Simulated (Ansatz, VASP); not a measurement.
B3N2 in VASP and in Ansatz

```
B N
1.0
    -3.44739    0.00000    0.00000
     0.00000    0.00000   -4.28772
     0.00000   -5.97106    0.00000
B N
6 4
Direct
  0.66554 0.00000 0.00000
  0.16554 0.00000 0.50000
  0.16723 0.00000 0.83277
  0.66723 0.00000 0.33277
  0.66723 0.00000 0.66723
  0.16723 0.00000 0.16723
  0.00000 0.24198 0.00000
  0.50000 0.24198 0.50000
  0.00000 0.75802 0.00000
  0.50000 0.75802 0.50000
```

Alike in both runs: task single point; functional PBE; k mesh 6 × 6 × 4; occupations gaussian, width 0.2 eV; no spin polarisation.

|  | VASP | Ansatz |
| --- | --- | --- |
| version | VASP 6.6.1 | Ansatz 0.2.0 |
| potentials or method | VASP PAW PBE potentials, release 64 (B, N), cutoff 520 eV | scalar-relativistic, plane waves, PAW |
| valence electrons in the cell | 38 | 38 |

|  | VASP | Ansatz | Ansatz less VASP |
| --- | --- | --- | --- |
| gap on the k mesh at the Fermi level (eV) | none | none | - |
| pressure (GPa) | 0.2 | -0.2 | -0.31 |
| traceless stress, the component that is largest in VASP (GPa) | -0.08 | -0.17 | -0.096 |
| rms of the force components (eV/Å) | 0.052 | 0.009 | -0.0432 |

Atom by atom the forces differ by 0.044 eV/Å (rms over components). A gap of «none» marks a metal or a gap that the smearing closes. With one functional, cell and mesh, what is left measures potentials, basis and numerics.
